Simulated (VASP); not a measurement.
The system is GaAs.

```xyz
4
Lattice="4.1129 0.0000 0.0000 -2.0564 3.5618 0.0000 0.0000 0.0000 5.1408" Properties=species:S:1:pos:R:3 pbc="T T T"
Ga    0.0000    2.3746    1.2852
Ga    2.0564    1.1873    3.8556
As    2.0564    1.1873    1.2852
As    0.0000    2.3746    3.8556
```

```yaml
Program: VASP 6.6.1
Task: relaxation of cell and atoms
Functional: PBEsol
Potentials_or_basis: VASP PAW PBE potentials, release 64 (Ga_d, As)
Cutoff: 600 eV
k_mesh: 6 × 6 × 4
Occupations: fermi-dirac, width 0.03 eV
Spin: no spin polarisation
```

At the start: pressure 15.9 GPa; volume 18.83 Å³/atom.

Question: Where does the relaxation end?

Answer: Over 16 steps the energy falls by 145.5 meV/atom and the volume is 22.28 Å³/atom (+18.3 %); space group P6_3/mmc (No. 194, to 0.1 Å) before and after.

Step by step:
```tsv
step	energy change (eV)	largest force (eV/Å)	pressure (GPa)	volume (Å³)
1	0.0000	0.0000	15.89	75.31
2	-0.4290	0.0000	-4.89	97.55
3	-0.5722	0.0000	-0.06	88.77
4	-0.5721	0.0000	0.20	88.49
5	-0.5742	0.0000	0.17	88.48
6	-0.5765	0.0000	0.29	88.44
7	-0.5767	0.0000	0.31	88.43
8	-0.5780	0.0000	0.38	88.41
9	-0.5803	0.0000	0.59	88.35
10	-0.5810	0.0000	-0.18	89.45
11	-0.5814	0.0000	0.19	89.03
12	-0.5814	0.0000	0.05	89.09
13	-0.5814	0.0000	0.15	89.05
14	-0.5818	0.0000	-0.04	89.20
15	-0.5818	0.0000	-0.06	89.20
16	-0.5818	0.0000	0.04	89.12
```

Final structure:
```
CELL_PARAMETERS angstrom
4.27177 0.00000 0.00000
-2.13588 3.69946 0.00000
0.00000 0.00000 5.63918
ATOMIC_POSITIONS crystal
Ga 0.33333 0.66667 0.25000
Ga 0.66667 0.33333 0.75000
As 0.66667 0.33333 0.25000
As 0.33333 0.66667 0.75000
```

Caveat: the volume moved by over 15 % at a fixed basis, so the end points are rough; the PAW data sets were made with another functional, which shifts forces and pressure a little.
